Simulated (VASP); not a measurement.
Wanted: the native input for a VASP 6.6.1 run.

```
Task                   : single point
Functional             : PBE
Potentials or basis    : VASP PAW PBE potentials, release 64 (In_d, Sb)
Cutoff                 : 520 eV
k mesh                 : 8 × 8 × 8
Occupations            : gaussian, width 0.1 eV
Spin                   : no spin polarisation
Dipole correction      : no
Further INCAR settings : ALGO = Fast; EDIFF = 1e-06; NBANDS = 36
```

The structure of In4Sb lies in POSCAR:

```
In4Sb
1.0
   -3.5451017609      3.5451017609      3.5451017609
    3.5451017609     -3.5451017609      3.5451017609
    3.5451017609      3.5451017609     -3.5451017609
In Sb
4 1
Direct
    0.5000000000      0.5000000000      0.5000000000
    0.5000000000      0.0000000000      0.0000000000
    0.0000000000      0.0000000000      0.5000000000
    0.0000000000      0.5000000000      0.0000000000
    0.0000000000      0.0000000000      0.0000000000
```

The cell was generated, and may not be a known phase.

The input as run:

INCAR

```
SYSTEM = In4Sb
  PREC = Accurate
  ENCUT = 520
  EDIFF = 1E-6
  ISMEAR = 0
  SIGMA = 0.1
  LREAL = .FALSE.
  LASPH = .TRUE.
  NELM = 60
  ALGO = Fast
  ISIF = 2
  LWAVE = .FALSE.
  LCHARG = .FALSE.
  GGA = PE
  NBANDS = 36
```

KPOINTS

```
regular mesh
0
G
  8 8 8
  0 0 0
```

Potentials or basis: VASP PAW PBE potentials, release 64 (In_d, Sb).

The run is started by

```console
$ cat potpaw_PBE.64/In_d/POTCAR potpaw_PBE.64/Sb/POTCAR > POTCAR
$ mpirun -np 1 vasp_std > vasp.out
```

It gave:

```json
{"Pressure": "0.1 GPa", "Band gap on the k mesh": "zero (an odd number of electrons rules out a gap without spin polarisation)"}
```

Caveat: spin-orbit coupling is left out, which moves the levels of the heavy elements.

Run time: 6.6 min on 1 thread of Intel(R) Xeon(R) Platinum 8259CL CPU @ 2.50GHz (Skylake/Cascade Lake), with other jobs on the host, peak memory 0.4 GiB.
